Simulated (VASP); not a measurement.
# CdS (Hawleyite) (F-43m) in VASP: notebook

CdS (Hawleyite) is run at these levels: r2SCAN; tasks: single point.

Everything below comes from runs of VASP 6.6.1. Logs are shortened: lines on timing, memory, paths and dates and some standing lists are left out, and cuts for length are marked.

## 1. The cell of the first run

The structure is cubic, space group F-43m (No. 216). Conventional cell: a = 5.758 Å, b = 5.758 Å, c = 5.758 Å, α = 90.00°, β = 90.00°, γ = 90.00°. Within 3.3 Å of Cd (site symmetry -43m) lie 4 S at 2.49 Å. S (site symmetry -43m) has 4 Cd at 2.49 Å within 3.3 Å.

## 2. Single point, r2SCAN (volume changed by -6%)

POSCAR

```
CdS
1.0
    0.0000000000      2.8792130994      2.8792130994
    2.8792130994      0.0000000000      2.8792130994
    2.8792130994      2.8792130994      0.0000000000
Cd S
1 1
Direct
    0.0000000000      0.0000000000      0.0000000000
    0.2500000000      0.2500000000      0.2500000000
```

INCAR.step1

```
  PREC = Accurate
  ENCUT = 520
  ISMEAR = 0
  SIGMA = 0.01
  LREAL = F
  LASPH = T
  NELM = 100
  NBANDS = 16
  GGA = PE
  ALGO = Normal
  EDIFF = 1E-4
  LWAVE = T
  LCHARG = F
```

INCAR.step2

```
  PREC = Accurate
  ENCUT = 520
  EDIFF = 1E-7
  ISMEAR = 0
  SIGMA = 0.01
  LREAL = F
  LASPH = T
  NELM = 100
  ALGO = Normal
  ISIF = 2
  LWAVE = F
  LCHARG = F
  METAGGA = R2SCAN
  LMIXTAU = T
  NBANDS = 16
  ISTART = 1
```

KPOINTS

```
regular mesh
0
Gamma
  6 6 6
```

Potentials or basis: VASP PAW PBE potentials, release 64 (Cd, S).

On the command line:

```
$ cat potpaw_PBE.64/Cd/POTCAR potpaw_PBE.64/S/POTCAR > POTCAR
$ cp INCAR.step1 INCAR
$ mpirun -np 1 vasp_std > vasp.out
$ cp INCAR.step2 INCAR
$ mpirun -np 1 vasp_std > vasp.out
```

OUTCAR:

```text
PREC = Accurate
   ENCUT = 520
   EDIFF = 1E-7
   ISMEAR = 0
   LREAL = F
   LASPH = T
   NELM = 100
   ISIF = 2
   METAGGA = R2SCAN
   ISTART = 1

 ion  position               nearest neighbor table
   1  0.000  0.000  0.000-   2 2.49   2 2.49   2 2.49   2 2.49
   2  0.250  0.250  0.250-   1 2.49   1 2.49   1 2.49   1 2.49

  LATTYP: Found a face centered cubic cell.
 ALAT       =     5.7584261988

  Lattice vectors:

 A1 = (   0.0000000000,   2.8792130994,   2.8792130994)
 A2 = (   2.8792130994,   0.0000000000,   2.8792130994)
 A3 = (   2.8792130994,   2.8792130994,   0.0000000000)

Analysis of symmetry for initial positions (statically):
=====================================================================
 Subroutine PRICEL returns:
 Original cell was already a primitive cell.

 Routine SETGRP: Setting up the symmetry group for a
 face centered cubic supercell.

 Subroutine GETGRP returns: Found 24 space group operations
 (whereof 24 operations were pure point group operations)
 out of a pool of 48 trial point group operations.

The static configuration has the point symmetry T_d .

Analysis of symmetry for dynamics (positions and initial velocities):
=====================================================================
 Subroutine PRICEL returns:
 Original cell was already a primitive cell.

 Routine SETGRP: Setting up the symmetry group for a
 face centered cubic supercell.

 Subroutine GETGRP returns: Found 24 space group operations
 (whereof 24 operations were pure point group operations)
 out of a pool of 48 trial point group operations.

The dynamic configuration has the point symmetry T_d .

 Subroutine INISYM returns: Found 24 space group operations
 (whereof 24 operations are pure point group operations),
 and found     1 'primitive' translations

----------------------------------------------------------------------------------------

                                     Primitive cell

  volume of cell :      47.7366

  direct lattice vectors                    reciprocal lattice vectors
     0.000000000  2.879213099  2.879213099    -0.173658560  0.173658560  0.173658560
     2.879213099  0.000000000  2.879213099     0.173658560 -0.173658560  0.173658560
     2.879213099  2.879213099  0.000000000     0.173658560  0.173658560 -0.173658560

  length of vectors
     4.071822214  4.071822214  4.071822214     0.300785449  0.300785449  0.300785449

  position of ions in fractional coordinates (direct lattice)
     0.000000000  0.000000000  0.000000000
     0.250000000  0.250000000  0.250000000

  ion indices of the primitive-cell ions
   primitive index   ion index
                 1           1
                 2           2

----------------------------------------------------------------------------------------

 KPOINTS: regular mesh

Automatic generation of k-mesh.
 Grid dimensions read from file:
 generate k-points for:    6    6    6

 Generating k-lattice:

  Cartesian coordinates                     Fractional coordinates (reciprocal lattice)
    -0.028943093  0.028943093  0.028943093     0.166666667  0.000000000  0.000000000
     0.028943093 -0.028943093  0.028943093     0.000000000  0.166666667  0.000000000
     0.028943093  0.028943093 -0.028943093     0.000000000  0.000000000  0.166666667

  Length of vectors
     0.050130908  0.050130908  0.050130908

  Shift w.r.t. Gamma in fractional coordinates (k-lattice)
     0.000000000  0.000000000  0.000000000

 Subroutine IBZKPT returns following result:
 ===========================================

 Found     16 irreducible k-points:

 Following reciprocal coordinates:
            Coordinates               Weight
  0.000000  0.000000  0.000000      1.000000
  0.166667  0.000000  0.000000      8.000000
  0.333333  0.000000  0.000000      8.000000
  0.500000  0.000000  0.000000      4.000000
  0.166667  0.166667  0.000000      6.000000
  0.333333  0.166667  0.000000     24.000000
[... 8 lines left out ...]
 -0.333333  0.333333  0.166667     24.000000
 -0.333333  0.500000  0.166667     12.000000
   k-points           NKPTS =     16   k-points in BZ     NKDIM =     16   number of bands    NBANDS=     16
   number of dos      NEDOS =    301   number of ions     NIONS =      2
   total plane-waves  NPLWV =  27000
   dimension x,y,z NGX =    30 NGY =   30 NGZ =   30
   dimension x,y,z NGXF=    60 NGYF=   60 NGZF=   60
   ions per type =               1   1
   NGX,Y,Z   is equivalent  to a cutoff of  12.25, 12.25, 12.25 a.u.
   NGXF,Y,Z  is equivalent  to a cutoff of  24.50, 24.50, 24.50 a.u.
 SYSTEM =  unknown system
   PREC   = accura    normal or accurate (medium, high low for compatibility)
   ISTART =      1    job   : 0-new  1-cont  2-samecut
   ICHARG =      0    charge: 1-file 2-atom 10-const
   ISPIN  =      1    spin polarized calculation?
   LNONCOLLINEAR =      F non collinear calculations
   LSORBIT =      F    spin-orbit coupling
   LASPH  =      T    aspherical Exc in radial PAW
[... 25 lines left out ...]
  Thomas-Fermi vector in A             =   2.318968
   LORBIT       =      0    0 simple, 1 ext, 2 COOP (PROOUT), +10 PAW based schemes
   METAGGA = R2SCAN    functional components
   LHFCALC =     F    Hartree Fock is set to
   AEXX    =    0.0000 exact exchange contribution
   IVDW    =     0    specifies the selected vdW correction
   LEPSILON=     F    determine dielectric tensor
   LRPA    =     F    only Hartree local field effects (RPA)
 non-spin polarized calculation
 Gauss-broadening in eV      SIGMA  =   0.01
  energy-cutoff  :      520.00
  volume of cell :       47.74
 maximum number of plane-waves:      1303
   NGX = 15   NGY = 15   NGZ = 15

 number of electron      18.0000008 magnetization

 Free energy of the ion-electron system (eV)
  ---------------------------------------------------
  ext. energy  EPLUGINS =         0.00000000
  ---------------------------------------------------
  free energy    TOTEN  =       -29.63877243 eV

  energy without entropy =      -29.63877243  energy(sigma->0) =      -29.63877243

 E-fermi :   1.4740     XC(G=0):  -9.9273

 val. band max:        1.3965413562   @ k =   0.0000   0.0000   0.0000
 cond. band min:       3.0763431424   @ k =   0.0000   0.0000   0.0000
 fundamental gap:      1.6798017863
 Fermi energy:         1.4740078391

 k-point     1 :       0.0000    0.0000    0.0000
  band No.  band energies     occupation
      1     -11.7355      2.00000
      2      -6.7263      2.00000
      3      -6.7263      2.00000
      4      -6.7263      2.00000
      5      -6.1527      2.00000
      6      -6.1527      2.00000
[... 8 lines left out ...]
     15      13.4641      0.00000
     16      13.5927      0.00000

 k-point     2 :       0.1667    0.0000    0.0000
  band No.  band energies     occupation
      1     -11.6191      2.00000
      2      -6.6825      2.00000
      3      -6.6825      2.00000
      4      -6.6151      2.00000
      5      -6.1534      2.00000
      6      -6.1534      2.00000
[... 8 lines left out ...]
     15      12.6126      0.00000
     16      13.8348      0.00000

 k-point     3 :       0.3333    0.0000    0.0000
  band No.  band energies     occupation
      1     -11.3851      2.00000
      2      -6.6097      2.00000
      3      -6.6097      2.00000
      4      -6.1939      2.00000
      5      -6.1337      2.00000
      6      -6.1337      2.00000
[... 8 lines left out ...]
     15      13.1140      0.00000
     16      13.1140      0.00000

 k-point     4 :       0.5000    0.0000    0.0000
  band No.  band energies     occupation
      1     -11.2688      2.00000
      2      -6.5838      2.00000
      3      -6.5838      2.00000
      4      -6.1097      2.00000
      5      -6.1097      2.00000
      6      -5.7308      2.00000
[... 8 lines left out ...]
     15      14.6648      0.00000
     16      14.6648      0.00000
[... 172 lines left out ...]
 k-point    14 :       0.5000    0.3333    0.1667
  band No.  band energies     occupation
      1     -11.2359      2.00000
      2      -6.5045      2.00000
      3      -6.4946      2.00000
      4      -6.2717      2.00000
      5      -6.1072      2.00000
      6      -5.8430      2.00000
[... 8 lines left out ...]
     15      15.2105      0.00000
     16      15.5442      0.00000

 k-point    15 :      -0.3333    0.3333    0.1667
  band No.  band energies     occupation
      1     -11.1621      2.00000
      2      -6.4971      2.00000
      3      -6.4495      2.00000
      4      -6.2017      2.00000
      5      -6.1329      2.00000
      6      -5.5319      2.00000
[... 8 lines left out ...]
     15      14.6489      0.00000
     16      15.5591      0.00000

 k-point    16 :      -0.3333    0.5000    0.1667
  band No.  band energies     occupation
      1     -11.1260      2.00000
      2      -6.4586      2.00000
      3      -6.4011      2.00000
      4      -6.2491      2.00000
      5      -6.1050      2.00000
      6      -5.4963      2.00000
[... 8 lines left out ...]
     15      15.4049      0.00000
     16      15.5131      0.00000

------------------------ aborting loop because EDIFF is reached ----------------------------------------

  FORCE on cell =-STRESS in cart. coord.  units (eV):
  Direction    XX          YY          ZZ          XY          YZ          ZX
  --------------------------------------------------------------------------------------
  -------------------------------------------------------------------------------------
  Total        1.3971678      1.3971678      1.3971678     -0.0000000     -0.0000000      0.0000000
  in kB       46.8929671     46.8929671     46.8929671     -0.0000000     -0.0000000      0.0000000
  external PRESSURE =      46.8929671 kB  Pullay stress =       0.0000000 kB

 VOLUME and BASIS-vectors are now :
 -----------------------------------------------------------------------------
  energy-cutoff  :      520.00
  volume of cell :       47.74
      direct lattice vectors                 reciprocal lattice vectors
     0.000000000  2.879213099  2.879213099    -0.173658560  0.173658560  0.173658560
     2.879213099  0.000000000  2.879213099     0.173658560 -0.173658560  0.173658560
     2.879213099  2.879213099  0.000000000     0.173658560  0.173658560 -0.173658560

 POSITION                                       TOTAL-FORCE (eV/Angst)
 -----------------------------------------------------------------------------------
      0.00000      0.00000      0.00000         0.000000      0.000000      0.000000
      1.43961      1.43961      1.43961        -0.000000     -0.000000     -0.000000
 -----------------------------------------------------------------------------------
    total drift:                               -0.000003     -0.000003     -0.000003

  FREE ENERGIE OF THE ION-ELECTRON SYSTEM (eV)
  ---------------------------------------------------
  free  energy   TOTEN  =       -29.6387724301 eV

  energy  without entropy=      -29.6387724301  energy(sigma->0) =      -29.63877243
```

Wall time 2.3 min (1 thread of AMD EPYC 7R13, shared host); peak memory 0.15 GiB.

What came out:

| Item | Value |
| --- | --- |
| Free energy | -29.6388 eV |
| Pressure | 4.7 GPa |
| Band gap on the k mesh | 1.68 eV, direct |

Caveat: the cell differs from its parent crystal (volume changed by -6%); the PAW data sets were made with another functional, which shifts forces and pressure a little.

## 3. Single point, r2SCAN (volume changed by -3%)

POSCAR

```
CdS
1.0
    0.0000000000      2.9095228330      2.9095228330
    2.9095228330      0.0000000000      2.9095228330
    2.9095228330      2.9095228330      0.0000000000
Cd S
1 1
Direct
    0.0000000000      0.0000000000      0.0000000000
    0.2500000000      0.2500000000      0.2500000000
```

INCAR.step1

```
SYSTEM = CdS
PREC     = Accurate       ! precision mode
ENCUT    = 520            ! plane-wave cutoff, eV
ISMEAR   = 0              ! smearing method
SIGMA    = 0.01           ! smearing width, eV
LREAL    = .FALSE.        ! projectors in reciprocal space
LASPH    = .TRUE.         ! aspherical terms in the spheres
NELM     = 100            ! most SCF steps
NBANDS   = 16             ! bands
GGA      = PE             ! functional
ALGO     = Normal         ! electronic algorithm
EDIFF    = 1E-4           ! SCF threshold, eV
LWAVE    = .TRUE.         ! write WAVECAR
LCHARG   = .FALSE.        ! write CHGCAR
```

INCAR.step2

```
SYSTEM = CdS
PREC     = Accurate       ! precision mode
ENCUT    = 520            ! plane-wave cutoff, eV
EDIFF    = 1E-7           ! SCF threshold, eV
ISMEAR   = 0              ! smearing method
SIGMA    = 0.01           ! smearing width, eV
LREAL    = .FALSE.        ! projectors in reciprocal space
LASPH    = .TRUE.         ! aspherical terms in the spheres
NELM     = 100            ! most SCF steps
ALGO     = Normal         ! electronic algorithm
ISIF     = 2              ! what is computed and relaxed
LWAVE    = .FALSE.        ! write WAVECAR
LCHARG   = .TRUE.         ! write CHGCAR
METAGGA  = R2SCAN         ! meta-GGA
LMIXTAU  = .TRUE.       
LELF     = .TRUE.         ! ELF
LVHAR    = .TRUE.       
NBANDS   = 16             ! bands
ISTART   = 1
```

KPOINTS

```
regular mesh
0
G
  6 6 6
  0 0 0
```

Potentials or basis: VASP PAW PBE potentials, release 64 (Cd, S).

On the command line:

```
$ cat potpaw_PBE.64/Cd/POTCAR potpaw_PBE.64/S/POTCAR > POTCAR
$ cp INCAR.step1 INCAR
$ mpirun -np 1 vasp_std > vasp.out
$ cp INCAR.step2 INCAR
$ mpirun -np 1 vasp_std > vasp.out
```

It took 2.4 min on 1 thread of AMD EPYC 7R13, shared host; peak memory 0.15 GiB.

The run converged. Its results:

* Free energy: -29.6720 eV
* Pressure: 2.3 GPa
* Band gap on the k mesh: 1.61 eV, direct

Levels at points of the mesh, in eV from the valence-band top:
```tsv
k point	band 6	band 7	band 8	band 9	band 10	band 11	band 12	band 13
(0.00, 0.00, 0.00)	-7.47	0.00	0.00	0.00	1.61	7.07	7.07	7.07
(0.50, 0.00, 0.00)	-7.08	-4.51	-0.78	-0.78	3.49	7.48	7.48	7.92
(0.50, 0.50, 0.00)	-7.01	-4.01	-1.95	-1.95	3.83	4.76	9.84	11.60
```

Caveat: the cell differs from its parent crystal (volume changed by -3%); the PAW data sets were made with another functional, which shifts forces and pressure a little.

## 4. Single point, r2SCAN

This run uses another cell than the first one, of 25.39 Å³/atom, 1.064 times its volume.

POSCAR

```
CdS
1.0
    0.0000000000      2.9392138922      2.9392138922
    2.9392138922      0.0000000000      2.9392138922
    2.9392138922      2.9392138922      0.0000000000
Cd S
1 1
Direct
    0.0000000000      0.0000000000      0.0000000000
    0.2500000000      0.2500000000      0.2500000000
```

INCAR.step1

```
SYSTEM = CdS
PREC = Accurate ; ENCUT = 520
ISMEAR = 0 ; SIGMA = 0.01
LREAL = .FALSE. ; LASPH = .TRUE.
NELM = 60 ; NBANDS = 16
GGA = PE ; ALGO = Normal
EDIFF = 1E-4 ; LWAVE = .TRUE.
LCHARG = .FALSE.
```

INCAR.step2

```
SYSTEM = CdS
PREC = Accurate ; ENCUT = 520
EDIFF = 1E-7 ; ISMEAR = 0
SIGMA = 0.01 ; LREAL = .FALSE.
LASPH = .TRUE. ; NELM = 60
ALGO = Normal ; ISIF = 2
LWAVE = .FALSE. ; LCHARG = .FALSE.
METAGGA = R2SCAN ; LMIXTAU = .TRUE.
NBANDS = 16 ; ISTART = 1
```

KPOINTS is that of step 3.

On the command line:

```
$ cat potpaw_PBE.64/Cd/POTCAR potpaw_PBE.64/S/POTCAR > POTCAR
$ cp INCAR.step1 INCAR
$ mpirun -np 1 vasp_std > vasp.out
$ cp INCAR.step2 INCAR
$ mpirun -np 1 vasp_std > vasp.out
```

Wall time 2.1 min (1 thread of AMD EPYC 7R13, shared host); peak memory 0.15 GiB.

Results (log left out):

* Free energy: -29.6844 eV
* Pressure: 0.3 GPa
* Band gap on the k mesh: 1.54 eV, direct

Levels at points of the mesh, in eV from the valence-band top:
```csv
k point,band 7,band 8,band 9,band 10,band 11,band 12
"(0.00, 0.00, 0.00)",0.00,0.00,0.00,1.54,7.08,7.08
"(0.50, 0.00, 0.00)",-4.32,-0.73,-0.73,3.44,7.48,7.48
"(0.50, 0.50, 0.00)",-3.88,-1.84,-1.84,3.88,4.73,9.69
```

Caveat: the PAW data sets were made with another functional, which shifts forces and pressure a little. r2SCAN opens gaps a little over a GGA but as a rule still falls short of measured ones.

## 5. Single point, r2SCAN (volume changed by +3%)

POSCAR

```
CdS
1.0
    0.0000000000      2.9683169126      2.9683169126
    2.9683169126      0.0000000000      2.9683169126
    2.9683169126      2.9683169126      0.0000000000
Cd S
1 1
Direct
    0.0000000000      0.0000000000      0.0000000000
    0.2500000000      0.2500000000      0.2500000000
```

INCAR.step1

```
SYSTEM = CdS
ALGO = Normal
EDIFF = 1E-4
ENCUT = 520
GGA = PE
ISMEAR = 0
LASPH = .TRUE.
LCHARG = .FALSE.
LREAL = .FALSE.
LWAVE = .TRUE.
NBANDS = 16
NELM = 60
PREC = Accurate
SIGMA = 0.01
```

INCAR.step2

```
SYSTEM = CdS
ALGO = Normal
EDIFF = 1E-6
ENCUT = 520
ISIF = 2
ISMEAR = 0
ISTART = 1
LASPH = .TRUE.
LCHARG = .FALSE.
LMIXTAU = .TRUE.
LREAL = .FALSE.
LWAVE = .FALSE.
METAGGA = R2SCAN
NBANDS = 16
NELM = 60
PREC = Accurate
SIGMA = 0.01
```

KPOINTS

```
k-points
0
G
  6 6 6
  0 0 0
```

On the command line:

```
$ cat potpaw_PBE.64/Cd/POTCAR potpaw_PBE.64/S/POTCAR > POTCAR
$ cp INCAR.step1 INCAR
$ mpirun -np 1 vasp_std > vasp.out
$ cp INCAR.step2 INCAR
$ mpirun -np 1 vasp_std > vasp.out
```

Run time: 2 min. Hardware: 1 thread of AMD EPYC 7R13, shared host; peak memory 0.15 GiB.

It converged, with:

- Free energy: -29.6790 eV
- Pressure: -1.4 GPa
- Band gap on the k mesh: 1.47 eV, direct

Levels at points of the mesh, in eV from the valence-band top:
```tsv
k point	band 6	band 7	band 8	band 9	band 10	band 11	band 12	band 13
(0.00, 0.00, 0.00)	-7.35	0.00	0.00	0.00	1.47	7.08	7.08	7.08
(0.50, 0.00, 0.00)	-7.01	-4.14	-0.69	-0.69	3.39	7.47	7.47	7.73
(0.50, 0.50, 0.00)	-6.95	-3.74	-1.74	-1.74	3.92	4.68	9.55	11.22
```

Caveat: the cell differs from its parent crystal (volume changed by +3%); the PAW data sets were made with another functional, which shifts forces and pressure a little.

## 6. Single point, r2SCAN (volume changed by +6%)

POSCAR

```
CdS
1.0
    0.0000000000      2.9968601724      2.9968601724
    2.9968601724      0.0000000000      2.9968601724
    2.9968601724      2.9968601724      0.0000000000
Cd S
1 1
Direct
    0.0000000000      0.0000000000      0.0000000000
    0.2500000000      0.2500000000      0.2500000000
```

INCAR.step1

```
ALGO = Normal ; EDIFF = 1E-4
ENCUT = 520 ; GGA = PE
ISMEAR = 0 ; LASPH = True
LCHARG = False ; LREAL = False
LWAVE = True ; NBANDS = 16
NELM = 100 ; PREC = Accurate
SIGMA = 0.01
```

INCAR.step2

```
ALGO = Normal ; EDIFF = 1E-6
ENCUT = 520 ; ISIF = 2
ISMEAR = 0 ; ISTART = 1
LASPH = True ; LCHARG = False
LMIXTAU = True ; LREAL = False
LWAVE = False ; METAGGA = R2SCAN
NBANDS = 16 ; NELM = 100
PREC = Accurate ; SIGMA = 0.01
```

KPOINTS

```
k-points
0
Gamma
  6 6 6
```

Potentials or basis: VASP PAW PBE potentials, release 64 (Cd, S).

On the command line:

```
$ cat potpaw_PBE.64/Cd/POTCAR potpaw_PBE.64/S/POTCAR > POTCAR
$ cp INCAR.step1 INCAR
$ mpirun -np 1 vasp_std > vasp.out
$ cp INCAR.step2 INCAR
$ mpirun -np 1 vasp_std > vasp.out
```

It took 2 min on 1 thread of AMD EPYC 7R13, shared host; peak memory 0.15 GiB.

Results (log left out):

| Quantity | Value |
| --- | --- |
| Free energy | -29.6586 eV |
| Pressure | -2.9 GPa |
| Band gap on the k mesh | 1.40 eV, direct |

Levels at points of the mesh, in eV from the valence-band top:
```
           k point  band 5  band 6  band 7  band 8  band 9  band 10  band 11  band 12  band 13  band 14
(0.00, 0.00, 0.00)   -7.31   -7.31    0.00    0.00    0.00     1.40     7.07     7.07     7.07    11.46
(0.50, 0.00, 0.00)   -7.28   -6.99   -3.98   -0.65   -0.65     3.33     7.46     7.46     7.63    11.27
(0.50, 0.50, 0.00)   -7.24   -6.93   -3.62   -1.65   -1.65     3.96     4.63     9.42    11.03    11.03
```

Caveat: the cell differs from its parent crystal (volume changed by +6%); the PAW data sets were made with another functional, which shifts forces and pressure a little.

## 7. Overview

```tsv
cell	gap on the mesh (eV)	pressure (GPa)
a = 4.072 Å, angles 60.0°, 2 atoms	1.68	4.7
a = 4.115 Å, angles 60.0°, 2 atoms	1.61	2.3
a = 4.157 Å, angles 60.0°, 2 atoms	1.54	0.3
a = 4.198 Å, angles 60.0°, 2 atoms	1.47	-1.4
a = 4.238 Å, angles 60.0°, 2 atoms	1.40	-2.9
```

Alike in all rows: task single point; level r2SCAN; potentials or basis VASP PAW PBE potentials, release 64 (Cd, S); no spin polarisation; k mesh 6 × 6 × 6; cutoff (eV) 520; smearing gaussian 0.01 eV.

Caveats: the PAW data sets were made with another functional, which shifts forces and pressure a little.

Absolute energies hang on the potentials; compare differences alone.
